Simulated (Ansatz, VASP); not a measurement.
Two plane-wave programs on Cu

The input INCAR:

```
PREC = Accurate
ENCUT = 700
EDIFF = 1E-6
ISMEAR = -1
SIGMA = 0.05
LREAL = False
LASPH = True
NELM = 120
ALGO = Normal
ISIF = 2
LWAVE = False
LCHARG = False
GGA = PE
NBANDS = 46
GGA_COMPAT = False
```

The input KPOINTS:

```
Automatic mesh
0
Gamma
  12 12 4
```

Contents of POSCAR:

```
Cu
1.0
    2.5640673725      0.0000000000      0.0000000000
   -1.2820336863      2.2205474816      0.0000000000
    0.0000000000      0.0000000000      8.3705356409
Cu
4
Direct
    0.6666666667      0.3333333333      0.7500000000
    0.0000000000      0.0000000000      0.5000000000
    0.3333333333      0.6666666667      0.2500000000
    0.0000000000      0.0000000000      0.0000000000
```

Contents of input.yaml:

```yaml
crystal:
  lattice:
    - [2.5640673725, 0.0, 0.0]
    - [-1.2820336863, 2.2205474816, 0.0]
    - [0.0, 0.0, 8.3705356409]
  atoms:
    - { symbol: Cu, position: [0.6666666667, 0.3333333333, 0.75] }
    - { symbol: Cu, position: [0.0, 0.0, 0.5] }
    - { symbol: Cu, position: [0.3333333333, 0.6666666667, 0.25] }
    - { symbol: Cu, position: [0.0, 0.0, 0.0] }
hamiltonian:
  xc: pbe
  pseudopotentials: { kind: paw }
kpoints:
  mp_grid: { grid: [12, 12, 4] }
scf:
  occupations: { method: fermi_dirac, width: 0.05 }
output:
  forces: true
  stress: true
  eigenvalues: true
```

Alike in both runs: task single point; functional PBE; k mesh 12 × 12 × 4; occupations fermi-dirac, width 0.05 eV; no spin polarisation.

|  | VASP | Ansatz |
| --- | --- | --- |
| version | VASP 6.6.1 | Ansatz 0.2.0 |
| potentials or method | VASP PAW PBE potentials, release 64 (Cu_sv_GW) | Ansatz PAW |
| plane-wave cutoff (eV) | 700 | 420 |
| valence electrons in the cell | 76 | 76 |

```csv
,VASP,Ansatz,Ansatz less VASP
gap on the k mesh at the Fermi level (eV),none,none,-
pressure (GPa),-4.1,0.6,+4.76
"traceless stress, the component that is largest in VASP (GPa)",-0.34,-0.33,+0.008
```

A gap of «none» marks a metal or a gap that the smearing closes. One of these differences is far larger than is usual between the two programs; its cause wasn't traced. The functional is the same, so the differences come from potentials, cutoffs and numerics.
